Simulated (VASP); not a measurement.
# Ta16F in VASP: single point with PBE

Aim: the single point of Ta16F with PBE.

Program: VASP 6.6.1. These are calculated values, not measurements. Logs are shortened: lines on timing, memory, paths and dates and some standing lists are left out, and cuts for length are marked.

## Step 1: The cell of the first run

The cell holds a slab with vacuum, 17 atoms: a = 6.638 Å, b = 6.638 Å, c = 20.300 Å, α = 90.00°, β = 90.00°, γ = 90.00°.

## Step 2: Single point, PBE

Contents of INCAR:

```
PREC = Accurate
ENCUT = 520
EDIFF = 1E-7
ISMEAR = 0
SIGMA = 0.1
LREAL = Auto
LASPH = T
NELM = 60
ALGO = Normal
ISIF = 2
LWAVE = F
LCHARG = F
LDIPOL = T
IDIPOL = 3
DIPOL = 0.5 0.5 0.328
GGA = PE
NBANDS = 106
```

Contents of KPOINTS:

```
Automatic mesh
0
Gamma
  4 4 1
```

Contents of POSCAR:

```
Ta16F
1.0
    6.6379342675      0.0000000000      0.0000000000
    0.0000000000      6.6379342675      0.0000000000
    0.0000000000      0.0000000000     20.2996559605
Ta F
16 1
Direct
    0.2500000000      0.2500000000      0.1970476745
    0.2500000000      0.7500000000      0.1970476745
    0.7500000000      0.2500000000      0.1970476745
    0.7500000000      0.7500000000      0.1970476745
    0.0000000000      0.0000000000      0.2787970189
    0.0000000000      0.5000000000      0.2787970189
    0.5000000000      0.0000000000      0.2787970189
    0.5000000000      0.5000000000      0.2787970189
    0.2500000000      0.2500000000      0.3599139072
    0.2500000000      0.7500000000      0.3599139072
    0.7500000000      0.2500000000      0.3599139072
    0.7500000000      0.7500000000      0.3599139072
    0.0000000000      0.0000000000      0.4334879358
    0.0000000000      0.5000000000      0.4334879358
    0.5000000000      0.0000000000      0.4334879358
    0.5000000000      0.5000000000      0.4334879358
    0.0000000000      0.2500000000      0.5062124856
```

Potentials or basis: VASP PAW PBE potentials, release 64 (Ta_pv, F).

Started as:

```sh
cat potpaw_PBE.64/Ta_pv/POTCAR potpaw_PBE.64/F/POTCAR > POTCAR
mpirun -np 1 vasp_std > vasp.out
```

OUTCAR:

```text
PREC = Accurate
   ENCUT = 520
   EDIFF = 1E-7
   ISMEAR = 0
   LREAL = Auto
   LASPH = T
   NELM = 60
   ISIF = 2
   GGA = PE

 ion  position               nearest neighbor table
   1  0.250  0.250  0.197-   5 2.87   6 2.87   7 2.87   8 2.87   9 3.31   3 3.32   2 3.32   2 3.32
                             3 3.32
   2  0.250  0.750  0.197-   5 2.87   6 2.87   7 2.87   8 2.87  10 3.31   4 3.32   1 3.32   1 3.32
                             4 3.32
   3  0.750  0.250  0.197-   5 2.87   6 2.87   7 2.87   8 2.87  11 3.31   4 3.32   1 3.32   4 3.32
                             1 3.32
   4  0.750  0.750  0.197-   5 2.87   6 2.87   7 2.87   8 2.87  12 3.31   3 3.32   2 3.32   3 3.32
                             2 3.32
   5  0.000  0.000  0.279-   9 2.87  10 2.87  11 2.87  12 2.87   1 2.87   2 2.87   3 2.87   4 2.87
                            13 3.14   7 3.32   6 3.32   6 3.32   7 3.32
   6  0.000  0.500  0.279-   9 2.87  10 2.87  11 2.87  12 2.87   1 2.87   2 2.87   3 2.87   4 2.87
                            14 3.14   8 3.32   5 3.32   5 3.32   8 3.32
   7  0.500  0.000  0.279-   9 2.87  10 2.87  11 2.87  12 2.87   1 2.87   2 2.87   3 2.87   4 2.87
                            15 3.14   8 3.32   5 3.32   8 3.32   5 3.32
   8  0.500  0.500  0.279-   9 2.87  10 2.87  11 2.87  12 2.87   1 2.87   2 2.87   3 2.87   4 2.87
                            16 3.14   7 3.32   6 3.32   7 3.32   6 3.32
   9  0.250  0.250  0.360-  13 2.78  14 2.78  15 2.78  16 2.78   5 2.87   6 2.87   7 2.87   8 2.87
                             1 3.31  10 3.32  11 3.32  10 3.32  11 3.32
  10  0.250  0.750  0.360-  13 2.78  14 2.78  15 2.78  16 2.78   5 2.87   6 2.87   7 2.87   8 2.87
                             2 3.31   9 3.32  12 3.32   9 3.32  12 3.32
  11  0.750  0.250  0.360-  13 2.78  14 2.78  15 2.78  16 2.78   5 2.87   6 2.87   7 2.87   8 2.87
                             3 3.31   9 3.32  12 3.32  12 3.32   9 3.32
  12  0.750  0.750  0.360-  13 2.78  14 2.78  15 2.78  16 2.78   5 2.87   6 2.87   7 2.87   8 2.87
                             4 3.31  10 3.32  11 3.32  11 3.32  10 3.32
  13  0.000  0.000  0.433-  17 2.22  10 2.78  11 2.78  12 2.78   9 2.78   5 3.14  15 3.32  14 3.32
                            14 3.32  15 3.32
  14  0.000  0.500  0.433-  17 2.22  10 2.78  11 2.78  12 2.78   9 2.78   6 3.14  16 3.32  13 3.32
                            13 3.32  16 3.32
  15  0.500  0.000  0.433-   9 2.78  10 2.78  11 2.78  12 2.78   7 3.14  13 3.32  16 3.32  16 3.32
                            13 3.32
  16  0.500  0.500  0.433-   9 2.78  10 2.78  11 2.78  12 2.78   8 3.14  14 3.32  15 3.32  15 3.32
                            14 3.32
  17  0.000  0.250  0.506-  13 2.22  14 2.22

  LATTYP: Found a simple tetragonal cell.
 ALAT       =     6.6379342675
 C/A-ratio  =     3.0581284994

  Lattice vectors:

 A1 = (   6.6379342675,   0.0000000000,   0.0000000000)
 A2 = (   0.0000000000,   6.6379342675,   0.0000000000)
 A3 = (   0.0000000000,   0.0000000000,  20.2996559605)

Analysis of symmetry for initial positions (statically):
=====================================================================
 Subroutine PRICEL returns:
 Original cell was already a primitive cell.

 Routine SETGRP: Setting up the symmetry group for a
 simple tetragonal supercell.

 Subroutine GETGRP returns: Found  4 space group operations
 (whereof  2 operations were pure point group operations)
 out of a pool of 16 trial point group operations.

The static configuration has the point symmetry C_1h.
 The point group associated with its full space group is C_2v.

Analysis of symmetry for dynamics (positions and initial velocities):
=====================================================================
 Subroutine PRICEL returns:
 Original cell was already a primitive cell.

 Routine SETGRP: Setting up the symmetry group for a
 simple tetragonal supercell.

 Subroutine GETGRP returns: Found  4 space group operations
 (whereof  2 operations were pure point group operations)
 out of a pool of 16 trial point group operations.

The dynamic configuration has the point symmetry C_1h.
 The point group associated with its full space group is C_2v.

 Subroutine INISYM returns: Found  4 space group operations
 (whereof  2 operations are pure point group operations),
 and found     1 'primitive' translations

----------------------------------------------------------------------------------------

                                     Primitive cell

  volume of cell :     894.4469

  direct lattice vectors                    reciprocal lattice vectors
[... 65 lines left out ...]
     0.000000000  0.000000000  0.000000000

 Subroutine IBZKPT returns following result:
 ===========================================

 Found      9 irreducible k-points:

 Following reciprocal coordinates:
            Coordinates               Weight
  0.000000  0.000000  0.000000      1.000000
  0.250000  0.000000  0.000000      2.000000
  0.000000  0.250000  0.000000      2.000000
  0.500000  0.000000  0.000000      1.000000
  0.000000  0.500000  0.000000      1.000000
  0.250000  0.250000  0.000000      4.000000
  0.500000  0.250000  0.000000      2.000000
 -0.250000  0.500000  0.000000      2.000000
  0.500000  0.500000  0.000000      1.000000
   k-points           NKPTS =      9   k-points in BZ     NKDIM =      9   number of bands    NBANDS=    106
   number of dos      NEDOS =    301   number of ions     NIONS =     17
   total plane-waves  NPLWV = 400000
   dimension x,y,z NGX =    50 NGY =   50 NGZ =  160
   dimension x,y,z NGXF=   100 NGYF=  100 NGZF=  320
   ions per type =              16   1
   NGX,Y,Z   is equivalent  to a cutoff of  12.52, 12.52, 13.10 a.u.
   NGXF,Y,Z  is equivalent  to a cutoff of  25.04, 25.04, 26.21 a.u.
 SYSTEM =  unknown system
   PREC   = accura    normal or accurate (medium, high low for compatibility)
   ISTART =      0    job   : 0-new  1-cont  2-samecut
   ICHARG =      2    charge: 1-file 2-atom 10-const
   ISPIN  =      1    spin polarized calculation?
   LNONCOLLINEAR =      F non collinear calculations
   LSORBIT =      F    spin-orbit coupling
   LASPH  =      T    aspherical Exc in radial PAW
   ENCUT  =  520.0 eV  38.22 Ry    6.18 a.u.  12.34 12.34 37.74*2*pi/ulx,y,z
   NELM   =     60;   NELMIN=  2; NELMDL= -5     # of ELM steps
   EDIFF  = 0.1E-06   stopping-criterion for ELM
   LREAL  =      T    real-space projection
   EDIFFG = 0.1E-05   stopping-criterion for IOM
   NSW    =      0    number of steps for IOM
   IBRION =     -1    ionic relax: 0-MD 1-quasi-New 2-CG
   NFREE  =      0    steps in history (QN), initial steepest desc. (CG)
   ISIF   =      2    stress and relaxation
   ISYM   =      2    0-nonsym 1-usesym 2-fastsym
   POTIM  = 0.5000    time-step for ionic-motion
   TEBEG  =    0.0;   TEEND  =   0.0 temperature during run
   PSTRESS=    0.0 pullay stress
   NELECT =     183.0000    total number of electrons
   NUPDOWN=      -1.0000    fix difference up-down
   EMIN   =  10.00;   EMAX   =-10.00  energy-range for DOS
   EFERMI =   0.00;   METHOD = LEGACY
   ISMEAR =     0;   SIGMA  =   0.10  broadening in eV -4-tet -1-fermi 0-gaus
   EFERMI_NEDOS =   21; number of points for ismear=-14 and -15
   IALGO  =     38    algorithm
   IMIX   =      4    mixing-type and parameters
     AMIX     =   0.40;   BMIX     =  1.00
     AMIX_MAG =   1.60;   BMIX_MAG =  1.00
  volume/ion in A,a.u.               =      52.61       355.06
  Fermi-wavevector in a.u.,A,eV,Ry     =   0.964659  1.822941 12.661124  0.930566
  Thomas-Fermi vector in A             =   2.094309
   LORBIT       =      0    0 simple, 1 ext, 2 COOP (PROOUT), +10 PAW based schemes
   GGA     = PE    functional components
   LHFCALC =     F    Hartree Fock is set to
   AEXX    =    0.0000 exact exchange contribution
   IVDW    =     0    specifies the selected vdW correction
   LEPSILON=     F    determine dielectric tensor
   LRPA    =     F    only Hartree local field effects (RPA)
 non-spin polarized calculation
 Gauss-broadening in eV      SIGMA  =   0.10
  energy-cutoff  :      520.00
  volume of cell :      894.45
 maximum number of plane-waves:     24163
 NGX is ok and might be reduce to    50
   NGX = 25   NGY = 25   NGZ = 75

 dipolmoment           0.000000      0.000000      0.001774 electrons x Angstroem

 number of electron     182.9999947 magnetization

 dipolmoment           0.000000      0.000000     -0.035092 electrons x Angstroem

 Free energy of the ion-electron system (eV)
  ---------------------------------------------------
  ext. energy  EPLUGINS =         0.00000000
  ---------------------------------------------------
  free energy    TOTEN  =      -180.09744167 eV

  energy without entropy =     -180.02451606  energy(sigma->0) =     -180.06097886

 E-fermi :  -0.5118     XC(G=0):  -5.2960

 val. band max:       -0.5127700627   @ k =   0.5000   0.2500   0.0000
 cond. band min:      -0.4956837545   @ k =  -0.2500   0.5000   0.0000
 fundamental gap:      0.0170863081
 Fermi energy:        -0.5118313614

 k-point     1 :       0.0000    0.0000    0.0000
  band No.  band energies     occupation
      1     -35.5558      2.00000
      2     -35.5377      2.00000
      3     -35.5306      2.00000
      4     -35.5291      2.00000
      5     -35.5241      2.00000
      6     -35.5112      2.00000
[... 943 lines left out ...]
    102      -0.0263      0.00000
    103       0.0347      0.00000
 [bands above 103 left out]

------------------------ aborting loop because EDIFF is reached ----------------------------------------

 vacuum level on the upper side and lower side of the slab       (xc-potential included)        -0.169        -0.062

  FORCE on cell =-STRESS in cart. coord.  units (eV):
  Direction    XX          YY          ZZ          XY          YZ          ZX
  --------------------------------------------------------------------------------------
  -------------------------------------------------------------------------------------
  Total      -15.9030061    -21.1586915     -2.7131689      0.0000000      0.0000000      0.0000000
  in kB      -28.4862469    -37.9004893     -4.8599616      0.0000000      0.0000000      0.0000000
  external PRESSURE =     -23.7488993 kB  Pullay stress =       0.0000000 kB

 VOLUME and BASIS-vectors are now :
 -----------------------------------------------------------------------------
  energy-cutoff  :      520.00
  volume of cell :      894.45
      direct lattice vectors                 reciprocal lattice vectors
     6.637934268  0.000000000  0.000000000     0.150649277  0.000000000  0.000000000
     0.000000000  6.637934268  0.000000000     0.000000000  0.150649277  0.000000000
     0.000000000  0.000000000 20.299655961     0.000000000  0.000000000  0.049261919

 POSITION                                       TOTAL-FORCE (eV/Angst)
 -----------------------------------------------------------------------------------
      1.65948      1.65948      4.00000        -0.026513      0.000000      0.805197
      1.65948      4.97845      4.00000         0.048702      0.000000      0.757707
      4.97845      1.65948      4.00000         0.026513      0.000000      0.805197
      4.97845      4.97845      4.00000        -0.048702      0.000000      0.757707
      0.00000      0.00000      5.65948         0.000000      0.111569     -0.947318
      0.00000      3.31897      5.65948         0.000000     -0.111569     -0.947318
[... 9 lines left out ...]
      3.31897      3.31897      8.79966         0.000000     -0.062943     -0.332762
      0.00000      1.65948     10.27594         0.000000      0.000000      0.044002
 -----------------------------------------------------------------------------------
    total drift:                               -0.000000      0.000000      0.005504

  FREE ENERGIE OF THE ION-ELECTRON SYSTEM (eV)
  ---------------------------------------------------
  free  energy   TOTEN  =      -180.0974416728 eV

  energy  without entropy=     -180.0245160565  energy(sigma->0) =     -180.06097886

 vacuum level on the upper side and lower side of the slab         3.256         3.370
```

Wall time 23 min (1 thread of AMD EPYC 9R45 (Zen 5), shared host); peak memory 1 GiB.

What came out:

```yaml
Free_energy: -180.0974 eV
Largest_force: 1.423 eV/Å
Band_gap_on_the_k_mesh: zero (an odd number of electrons rules out a gap without spin polarisation)
```

Forces on the atoms (eV/Å):
```
Ta  -0.027  0.000  0.805
Ta   0.049  0.000  0.758
Ta   0.027  0.000  0.805
Ta  -0.049  0.000  0.758
Ta   0.000  0.112 -0.947
Ta   0.000 -0.112 -0.947
Ta   0.000  0.014 -0.752
Ta   0.000 -0.014 -0.752
Ta   0.282  0.000 -0.598
Ta   0.115  0.000  0.035
Ta  -0.282  0.000 -0.598
Ta  -0.115  0.000  0.035
Ta   0.000  1.002  1.010
Ta   0.000 -1.002  1.010
Ta   0.000  0.063 -0.333
Ta   0.000 -0.063 -0.333
F    0.000  0.000  0.044
```

Levels at points of the mesh, in eV from the Fermi level:
```
           k point  band 90  band 91  band 92  band 93  band 94  band 95
(0.00, 0.00, 0.00)     0.09     0.12     0.16     0.19     0.22     0.36
(0.50, 0.00, 0.00)    -0.36    -0.30    -0.23     0.20     0.21     0.29
(0.00, 0.50, 0.00)    -0.36    -0.27    -0.23     0.16     0.21     0.28
(0.50, 0.50, 0.00)    -0.82    -0.80    -0.63    -0.17    -0.16    -0.14
```

Caveat: spin-orbit coupling is left out, which moves the levels of the heavy elements.
